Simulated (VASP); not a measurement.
# Ni (Fmmm) in VASP: relaxation of cell and atoms with PBE

Aim: the relaxation of cell and atoms of Ni with PBE.

Program: VASP 6.6.1. These are calculated values, not measurements. Logs are shortened: lines on timing, memory, paths and dates and some standing lists are left out, and cuts for length are marked.

## Step 1: The cell of the first run

The structure is orthorhombic, space group Fmmm (No. 69). The conventional cell has a = 3.366 Å, b = 3.486 Å, c = 8.162 Å, α = 90.00°, β = 90.00°, γ = 90.00°. Within 3.1 Å of Ni (site symmetry mm2) lie 9 Ni at 2.32 to 2.48 Å.

## Step 2: Relaxation of cell and atoms, PBE, collinear spin, ferromagnetic start

INCAR reads:

```
SYSTEM = Ni
PREC = Accurate
ENCUT = 600
EDIFF = 1E-6
ISMEAR = 0
SIGMA = 0.1
LREAL = .FALSE.
LASPH = .TRUE.
NELM = 150
ALGO = Normal
ISIF = 3
LWAVE = .FALSE.
LCHARG = .FALSE.
ISPIN = 2
MAGMOM = 0.82 0.82
LORBIT = 11
LMAXMIX = 4
GGA = PE
IBRION = 2
NSW = 90
EDIFFG = -0.04
```

KPOINTS reads:

```
regular mesh
0
G
  8 8 8
  0 0 0
```

POSCAR reads:

```
Ni
1.0
    0.0000000000      1.7428518974      4.0810169443
    1.6828422056      0.0000000000      4.0810169443
    1.6828422056      1.7428518974      0.0000000000
Ni
2
Direct
    0.1418718477      0.1418718477      0.8581281523
    0.8581281523      0.8581281523      0.1418718477
```

Potentials or basis: VASP PAW PBE potentials, release 64 (Ni).

Launch:

```sh
> cat potpaw_PBE.64/Ni/POTCAR > POTCAR
> mpirun -np 1 vasp_std > vasp.out
```

OUTCAR:

```text
SYSTEM = Ni
   PREC = Accurate
   ENCUT = 600
   EDIFF = 1E-6
   ISMEAR = 0
   LREAL = .FALSE.
   LASPH = .TRUE.
   NELM = 150
   ISIF = 3
   ISPIN = 2
   LORBIT = 11
   GGA = PE
   IBRION = 2
   NSW = 90
   EDIFFG = -0.04

 ion  position               nearest neighbor table
   1  0.142  0.142  0.858-   2 2.32   2 2.44   2 2.44   2 2.48   2 2.48
   2  0.858  0.858  0.142-   1 2.32   1 2.44   1 2.44   1 2.48   1 2.48

  LATTYP: Found a face centered orthorhombic cell.
 ALAT       =     3.3656844112
 B/A-ratio  =     1.0356597259
 C/A-ratio  =     2.4250740389

  Lattice vectors:

 A1 = (   0.0000000000,   1.7428518974,   4.0810169443)
 A2 = (   1.6828422056,   0.0000000000,   4.0810169443)
 A3 = (   1.6828422056,   1.7428518974,   0.0000000000)

Analysis of symmetry for initial positions (statically):
=====================================================================
 Subroutine PRICEL returns:
 Original cell was already a primitive cell.

 Routine SETGRP: Setting up the symmetry group for a
 face centered orthorhombic supercell.

 Subroutine GETGRP returns: Found  8 space group operations
 (whereof  8 operations were pure point group operations)
 out of a pool of  8 trial point group operations.

The static configuration has the point symmetry D_2h.

Analysis of symmetry for dynamics (positions and initial velocities):
=====================================================================
 Subroutine PRICEL returns:
 Original cell was already a primitive cell.

 Routine SETGRP: Setting up the symmetry group for a
 face centered orthorhombic supercell.

 Subroutine GETGRP returns: Found  8 space group operations
 (whereof  8 operations were pure point group operations)
 out of a pool of  8 trial point group operations.

The dynamic configuration has the point symmetry D_2h.

Analysis of structural, dynamic, and magnetic symmetry:
=====================================================================
 Subroutine PRICEL returns:
 Original cell was already a primitive cell.

 Routine SETGRP: Setting up the symmetry group for a
 face centered orthorhombic supercell.

 Subroutine GETGRP returns: Found  8 space group operations
 (whereof  8 operations were pure point group operations)
 out of a pool of  8 trial point group operations.

The overall configuration has the point symmetry D_2h.

 Subroutine INISYM returns: Found  8 space group operations
 (whereof  8 operations are pure point group operations),
 and found     1 'primitive' translations

----------------------------------------------------------------------------------------

                                     Primitive cell

  volume of cell :      23.9388

  direct lattice vectors                    reciprocal lattice vectors
[... 182 lines left out ...]
 E-fermi :   8.1295     XC(G=0): -12.6113

 val. band max:        8.1261707353   @ k =   0.5000   0.1250   0.1250
 cond. band min:       8.1294824433   @ k =   0.1250   0.0000   0.1250
 fundamental gap:      0.0033117079
 Fermi energy:         8.1294600063

 spin component 1

 k-point     1 :       0.0000    0.0000    0.0000
  band No.  band energies     occupation
      1      -0.3055      1.00000
      2       3.8977      1.00000
      3       4.4351      1.00000
      4       5.0854      1.00000
      5       5.3751      1.00000
      6       6.4983      1.00000
      7       6.6208      1.00000
      8       7.0103      1.00000
      9       7.0427      1.00000
     10       7.2246      1.00000
     11       7.6132      1.00000
     12       8.7428      0.00000
     13      13.5917      0.00000
     14      27.3357      0.00000
[... 403 lines left out ...]
      4       5.2394      1.00000
      5       5.6192      1.00000
      6       6.0573      1.00000
      7       6.4059      1.00000
      8       6.5451      1.00000
      9       6.9472      1.00000
     10       7.3086      1.00000
     11       7.6023      1.00000
     12      12.3748      0.00000
     13      13.9207      0.00000
     14      17.4029      0.00000
     15      18.2511      0.00000

 [... further k-points ...]

 spin component 2

 k-point     1 :       0.0000    0.0000    0.0000
  band No.  band energies     occupation
      1      -0.3125      1.00000
      2       4.3874      1.00000
      3       5.1328      1.00000
      4       5.8278      1.00000
      5       6.0442      1.00000
      6       7.2204      1.00000
      7       7.3374      1.00000
      8       7.7442      1.00000
      9       7.7890      1.00000
     10       7.9223      0.99830
     11       8.3286      0.00243
     12       8.7772      0.00000
     13      13.9986      0.00000
     14      27.4109      0.00000
[... 403 lines left out ...]
      4       5.8640      1.00000
      5       6.3431      1.00000
      6       6.7269      1.00000
      7       7.0396      1.00000
      8       7.2030      1.00000
      9       7.6896      1.00000
     10       8.0790      0.76241
     11       8.3175      0.00391
     12      12.5729      0.00000
     13      14.1800      0.00000
     14      17.6413      0.00000
     15      18.4556      0.00000

 [... further k-points ...]
[... 5 lines left out ...]
  --------------------------------------------------------------------------------------
  -------------------------------------------------------------------------------------
  Total        0.0273367     -0.0757101     -0.0128287     -0.0000000      0.0000000      0.0000000
  in kB        1.8281607     -5.0631688     -0.8579272     -0.0000000      0.0000000      0.0000000
  external PRESSURE =      -1.3643118 kB  Pullay stress =       0.0000000 kB

 VOLUME and BASIS-vectors are now :
 -----------------------------------------------------------------------------
  energy-cutoff  :      600.00
  volume of cell :       23.96
      direct lattice vectors                 reciprocal lattice vectors
     0.000000000  1.741774953  4.078608934    -0.296525709  0.287063492  0.122590817
     1.686194435 -0.000000000  4.078608934     0.296525709 -0.287063492  0.122590817
     1.686194435  1.741774953  0.000000000     0.296525709  0.287063492 -0.122590817

 POSITION                                       TOTAL-FORCE (eV/Angst)
 -----------------------------------------------------------------------------------
      1.68619      1.74177      1.15453         0.000000     -0.000000      0.000291
      1.68619      1.74177      7.00269         0.000000      0.000000     -0.000291
 -----------------------------------------------------------------------------------
    total drift:                               -0.000000     -0.000000     -0.000000

  FREE ENERGIE OF THE ION-ELECTRON SYSTEM (eV)
  ---------------------------------------------------
  free  energy   TOTEN  =       -10.2611965615 eV

  energy  without entropy=      -10.2414358425  energy(sigma->0) =      -10.25131620

 reached required accuracy - stopping structural energy minimisation

 total charge

# of ion       s       p       d       tot
------------------------------------------
    1        0.501   0.442   8.332   9.275
    2        0.501   0.442   8.332   9.275
--------------------------------------------------
tot          1.002   0.885  16.663  18.550

 magnetization (x)

# of ion       s       p       d       tot
------------------------------------------
    1       -0.005  -0.016   0.713   0.692
    2       -0.005  -0.016   0.713   0.692
--------------------------------------------------
tot         -0.010  -0.033   1.427   1.384
```

Wall time 62 s (1 thread of Intel Xeon 6975P-C (Granite Rapids), shared host); peak memory 0.22 GiB.

What came out:

```
Free energy                                           : -10.2612 eV
Relaxed volume                                        : 11.98 Å³/atom
Relaxed cell                                          : a = 4.435 Å, b = 4.413 Å, c = 2.424 Å, α = 74.59°, β = 73.61°, γ = 31.80°
Space group after relaxing (to 0.05 Å)                : Fmmm (No. 69)
Energy gained by relaxing                             : 0.1 meV/atom
Ionic steps                                           : 2
Pressure after relaxing                               : -0.1 GPa
Net moment                                            : 1.36 μB per cell
Site moments                                          : Ni +0.69 μB
Valence electrons inside the program's atomic spheres : Ni 9.28
```

Stress tensor (GPa, compression positive):
```
 0.18  0.00  0.00
 0.00 -0.51  0.00
 0.00  0.00 -0.09
```

The path:
| step | energy change (eV) | largest force (eV/Å) | pressure (GPa) | volume (Å³) |
| --- | --- | --- | --- | --- |
| 1 | 0.0000 | 0.0571 | 0.07 | 23.94 |
| 2 | -0.0003 | 0.0003 | -0.14 | 23.96 |

Final structure:
```
Ni
1.0
     0.00000    1.74177    4.07861
     1.68619    0.00000    4.07861
     1.68619    1.74177    0.00000
Ni
2
Direct
  0.14153 0.14153 0.85847
  0.85847 0.85847 0.14153
```
